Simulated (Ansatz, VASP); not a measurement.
# One calculation of TiAl3, two programs

File INCAR:

```
SYSTEM = TiAl3
ALGO     = Fast           ! electronic algorithm
EDIFF    = 1E-6           ! SCF threshold, eV
ENCUT    = 520            ! plane-wave cutoff, eV
GGA      = PE             ! functional
ISIF     = 2              ! what is computed and relaxed
ISMEAR   = 0              ! smearing method
ISPIN    = 2              ! spin polarisation
LASPH    = .TRUE.         ! aspherical terms in the spheres
LCHARG   = .FALSE.        ! write CHGCAR
LMAXMIX  = 4              ! l up to which the mixer works
LORBIT   = 11             ! projections on sites
LREAL    = .FALSE.        ! projectors in reciprocal space
LWAVE    = .FALSE.        ! write WAVECAR
MAGMOM   = 1 0 0 0        ! initial moments
NBANDS   = 22             ! bands
NELM     = 150            ! most SCF steps
PREC     = Accurate       ! precision mode
SIGMA    = 0.1            ! smearing width, eV
```

Contents of KPOINTS:

```
k-points
0
G
  6 6 2
  0 0 0
```

File POSCAR:

```
TiAl3
1.0
    2.8019526804      0.0000000000      0.0000000000
    0.0000000000      2.8019526804      0.0000000000
    0.0000000000      0.0000000000      9.3176968126
Ti Al
1 3
Direct
    0.0000000000      0.0000000000      0.5000000000
    0.5000000000      0.5000000000      0.7150668654
    0.5000000000      0.5000000000      0.2849331346
    0.5000000000      0.5000000000      0.0000000000
```

Input for Ansatz:

```yaml
crystal:
  lattice:
    - [2.8019526804, 0.0, 0.0]
    - [0.0, 2.8019526804, 0.0]
    - [0.0, 0.0, 9.3176968126]
  atoms:
    - { symbol: Ti, position: [0.0, 0.0, 0.5], spin: 1.0 }
    - { symbol: Al, position: [0.5, 0.5, 0.7150668654] }
    - { symbol: Al, position: [0.5, 0.5, 0.2849331346] }
    - { symbol: Al, position: [0.5, 0.5, 0.0] }
basis:
  ecutwfc: 420
kpoints:
  mp_grid: { grid: [6, 6, 2] }
hamiltonian:
  xc: pbe
scf:
  occupations: { method: gaussian, width: 0.1 }
  lower_state_search: "off"
output:
  forces: true
  stress: true
  eigenvalues: true
  populations: true
magnetization:
  spin_polarized: true
```

Alike in both runs: task single point; functional PBE; k mesh 6 × 6 × 2; occupations gaussian, width 0.1 eV; collinear spin.

|  | VASP | Ansatz |
| --- | --- | --- |
| version | VASP 6.6.1 | Ansatz 0.2.0 |
| potentials or method | VASP PAW PBE potentials, release 64 (Ti_sv, Al), cutoff 520 eV | scalar-relativistic, plane waves, PAW |
| valence electrons in the cell | 21 | 21 |

Ansatz gave:

```
gap on the k mesh at the Fermi level (eV)                     : none
pressure (GPa)                                                : -0.1
traceless stress, the component that is largest in VASP (GPa) : 0.26
rms of the force components (eV/Å)                            : 0.011
net moment per atom (μB)                                      : 0.00
```

Q: Which values does VASP return?

A: gap on the k mesh at the Fermi level (eV): none; pressure (GPa): -0.2; traceless stress, the component that is largest in VASP (GPa): 0.25; rms of the force components (eV/Å): 0.010; net moment per atom (μB): 0.00.

Atom by atom the forces differ by 0.000 eV/Å (rms over components). A gap of «none» marks a metal or a gap that the smearing closes. With one functional, cell and mesh, what is left measures potentials, basis and numerics. Ansatz's warnings: seeded moment not kept.

The k mesh is coarse, so the values compare programs but aren't converged.
